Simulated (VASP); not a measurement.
# Si2Ni (Fm-3m) in VASP: further runs, part 2 of 2

VASP 6.6.1. The steps go on from the part before.

## Step 4: Relaxation of cell and atoms, PBE

INCAR

```
SYSTEM = Si2Ni
PREC = Accurate ; ENCUT = 600
EDIFF = 1E-7 ; ISMEAR = 0
SIGMA = 0.1 ; LREAL = .FALSE.
LASPH = .TRUE. ; NELM = 120
ALGO = Normal ; ISIF = 3
LWAVE = .FALSE. ; LCHARG = .FALSE.
GGA = PE ; IBRION = 2
NSW = 60 ; EDIFFG = -0.04
GGA_COMPAT = .FALSE. ; NELMIN = 4
```

KPOINTS

```
Automatic mesh
0
G
  6 6 6
  0 0 0
```

POSCAR

```
Si2Ni
1.0
    0.0000000000      2.6931550000      2.6931550000
    2.6931550000      0.0000000000      2.6931550000
    2.6931550000      2.6931550000      0.0000000000
Si Ni
2 1
Direct
    0.2500000000      0.2500000000      0.2500000000
    0.7500000000      0.7500000000      0.7500000000
    0.0000000000      0.0000000000      0.0000000000
```

Potentials or basis: VASP PAW PBE potentials, release 64 (Si, Ni).

Run with:

```bash
> cat potpaw_PBE.64/Si/POTCAR potpaw_PBE.64/Ni/POTCAR > POTCAR
> mpirun -np 1 vasp_std > vasp.out
```

OUTCAR:

```text
SYSTEM = Si2Ni
   PREC = Accurate
   ENCUT = 600
   EDIFF = 1E-7
   ISMEAR = 0
   LREAL = .FALSE.
   LASPH = .TRUE.
   NELM = 120
   ISIF = 3
   GGA = PE
   IBRION = 2
   NSW = 60
   EDIFFG = -0.04
   NELMIN = 4

 ion  position               nearest neighbor table
   1  0.250  0.250  0.250-   3 2.33   3 2.33   3 2.33   3 2.33   2 2.69   2 2.69   2 2.69   2 2.69
                             2 2.69   2 2.69
   2  0.750  0.750  0.750-   3 2.33   3 2.33   3 2.33   3 2.33   1 2.69   1 2.69   1 2.69   1 2.69
                             1 2.69   1 2.69
   3  0.000  0.000  0.000-   2 2.33   2 2.33   2 2.33   1 2.33   1 2.33   1 2.33   2 2.33   1 2.33

  LATTYP: Found a face centered cubic cell.
 ALAT       =     5.3863100000

  Lattice vectors:

 A1 = (   0.0000000000,   2.6931550000,   2.6931550000)
 A2 = (   2.6931550000,   0.0000000000,   2.6931550000)
 A3 = (   2.6931550000,   2.6931550000,   0.0000000000)

Analysis of symmetry for initial positions (statically):
=====================================================================
 Subroutine PRICEL returns:
 Original cell was already a primitive cell.

 Routine SETGRP: Setting up the symmetry group for a
 face centered cubic supercell.

 Subroutine GETGRP returns: Found 48 space group operations
 (whereof 48 operations were pure point group operations)
 out of a pool of 48 trial point group operations.

[... 165 lines left out ...]
  in kB       56.8381058     56.8381058     56.8381058      0.0000000      0.0000000     -0.0000000
  external PRESSURE =      56.8381058 kB  Pullay stress =       0.0000000 kB
[... 24 lines left out ...]
--------------------------------------- Ionic step        2  -------------------------------------------

 number of electron      18.0000007 magnetization

 E-fermi :   9.6747     XC(G=0): -11.3353

 val. band max:        9.6024625968   @ k =   0.5000   0.3333   0.0000
 cond. band min:       9.7609398635   @ k =   0.1667   0.1667   0.0000
 fundamental gap:      0.1584772667
 Fermi energy:         9.6746717629

 k-point     1 :       0.0000    0.0000    0.0000
  band No.  band energies     occupation
      1      -3.6819      2.00000
      2       4.8245      2.00000
      3       4.8245      2.00000
      4       4.8245      2.00000
      5       6.4694      2.00000
      6       6.4694      2.00000
      7       8.9328      2.00000
      8      11.3014      0.00000
      9      11.3014      0.00000
     10      11.3014      0.00000
     11      12.0266      0.00000
     12      12.0266      0.00000
     13      12.0266      0.00000
[... 274 lines left out ...]
--------------------------------------- Ionic step        3  -------------------------------------------

 number of electron      17.9999992 magnetization

 Free energy of the ion-electron system (eV)
  ---------------------------------------------------
  ext. energy  EPLUGINS =         0.00000000
  ---------------------------------------------------
  free energy    TOTEN  =       -17.37145344 eV

  energy without entropy =      -17.36574111  energy(sigma->0) =      -17.36859728

 E-fermi :  10.1365     XC(G=0): -11.4746

 val. band max:       10.0763149853   @ k =   0.5000   0.3333   0.0000
 cond. band min:      10.1760901768   @ k =   0.1667   0.1667   0.0000
 fundamental gap:      0.0997751915
 Fermi energy:        10.1365440167

 k-point     1 :       0.0000    0.0000    0.0000
  band No.  band energies     occupation
      1      -3.5272      2.00000
      2       5.0681      2.00000
      3       5.0681      2.00000
      4       5.0681      2.00000
      5       6.7440      2.00000
      6       6.7440      2.00000
      7       9.6031      2.00000
      8      11.7780      0.00000
      9      11.7780      0.00000
     10      11.7780      0.00000
     11      12.4190      0.00000
     12      12.4190      0.00000
     13      12.4190      0.00000
[... 268 lines left out ...]
  FREE ENERGIE OF THE ION-ELECTRON SYSTEM (eV)
  ---------------------------------------------------
  free  energy   TOTEN  =       -17.3714534401 eV

  energy  without entropy=      -17.3657411136  energy(sigma->0) =      -17.36859728

 reached required accuracy - stopping structural energy minimisation
```

OSZICAR:

```text
N       E                     dE             d eps       ncg     rms          rms(c)
DAV:   1     0.770625075384E+02    0.77063E+02   -0.87995E+03   416   0.160E+03
DAV:   2    -0.143906623545E+02   -0.91453E+02   -0.85709E+02   431   0.263E+02
DAV:   3    -0.192963886782E+02   -0.49057E+01   -0.46990E+01   544   0.675E+01
[... 35 lines left out ...]
DAV:   7    -0.173714555669E+02   -0.23093E-04   -0.10207E-04   471   0.104E-01    0.986E-03
DAV:   8    -0.173714545941E+02    0.97280E-06   -0.42874E-06   564   0.280E-02    0.720E-03
DAV:   9    -0.173714535423E+02    0.10518E-05   -0.97882E-07   564   0.238E-02    0.231E-03
DAV:  10    -0.173714534117E+02    0.13057E-06   -0.33041E-07   383   0.121E-02    0.828E-04
DAV:  11    -0.173714534401E+02   -0.28350E-07   -0.46718E-08   213   0.329E-03
   3 F= -.17371453E+02 E0= -.17368597E+02  d E =-.240801E-01
```

CONTCAR:

```text
Si2Ni
   1.00000000000000
     0.0000000000000000    2.7251544485634103    2.7251544485634103
     2.7251544485634103    0.0000000000000000    2.7251544485634103
     2.7251544485634103    2.7251544485634103   -0.0000000000000000
  Si              Ni
     2     1
Direct
     0.2500000000000000    0.2500000000000000    0.2500000000000000
     0.7500000000000000    0.7500000000000000    0.7500000000000000
     0.0000000000000000    0.0000000000000000    0.0000000000000000

  0.00000000E+00  0.00000000E+00  0.00000000E+00
  0.00000000E+00  0.00000000E+00  0.00000000E+00
  0.00000000E+00  0.00000000E+00  0.00000000E+00
```

Run time: 66 s. Hardware: 1 thread of Intel Xeon 8259CL, shared host; peak memory 0.17 GiB.

What came out:

```yaml
Free_energy: -17.3715 eV
Relaxed_volume: 13.49 Å³/atom
Relaxed_cell: a = 3.854 Å, b = 3.854 Å, c = 3.854 Å, α = 60.00°, β = 60.00°, γ = 60.00°
Space_group_after_relaxing_to_0.05_Å: Fm-3m (No. 225)
Energy_gained_by_relaxing: 8.0 meV/atom
Ionic_steps: 3
Pressure_after_relaxing: 0.0 GPa
Band_gap_on_the_k_mesh: zero (band 9 reaches 11.78 eV, above the bottom of band 10 at 9.66 eV)
```

The path:
```
step  energy change (eV)  largest force (eV/Å)  pressure (GPa)  volume (Å³)
   1              0.0000                0.0000            5.68        39.07
   2             -0.0068                0.0000           -4.23        41.74
   3             -0.0241                0.0000           -0.01        40.48
```

Final structure:
```
CELL_PARAMETERS angstrom
0.00000 2.72515 2.72515
2.72515 0.00000 2.72515
2.72515 2.72515 0.00000
ATOMIC_POSITIONS crystal
Si 0.25000 0.25000 0.25000
Si 0.75000 0.75000 0.75000
Ni 0.00000 0.00000 0.00000
```

Levels at points of the mesh, in eV from the Fermi level:
| k point | band 7 | band 8 | band 9 | band 10 | band 11 | band 12 |
| --- | --- | --- | --- | --- | --- | --- |
| (0.00, 0.00, 0.00) | -0.53 | 1.64 | 1.64 | 1.64 | 2.28 | 2.28 |
| (0.50, 0.00, 0.00) | -3.21 | -1.43 | -1.43 | 1.71 | 1.76 | 1.76 |
| (0.50, 0.50, 0.00) | -3.49 | -3.33 | -3.00 | -0.47 | 1.43 | 7.70 |

Spin polarisation is off, so any magnetic state and its effect on volume and gap are missing.

## Step 5: The runs side by side

| task | cell | gap on the mesh (eV) | pressure (GPa) |
| --- | --- | --- | --- |
| single point | a = 3.809 Å, angles 60.0°, 3 atoms | none | 5.6 |
| single point | a = 3.852 Å, angles 60.0°, 3 atoms | none | 0.1 |
| relaxation of cell and atoms | relaxed from a = 3.809 Å, angles 60.0°, 3 atoms | none | 0.0 |

Alike in all rows: level PBE; potentials or basis VASP PAW PBE potentials, release 64 (Si, Ni); no spin polarisation; k mesh 6 × 6 × 6; cutoff (eV) 600; smearing gaussian 0.1 eV.

Absolute energies hang on the potentials; compare differences alone.
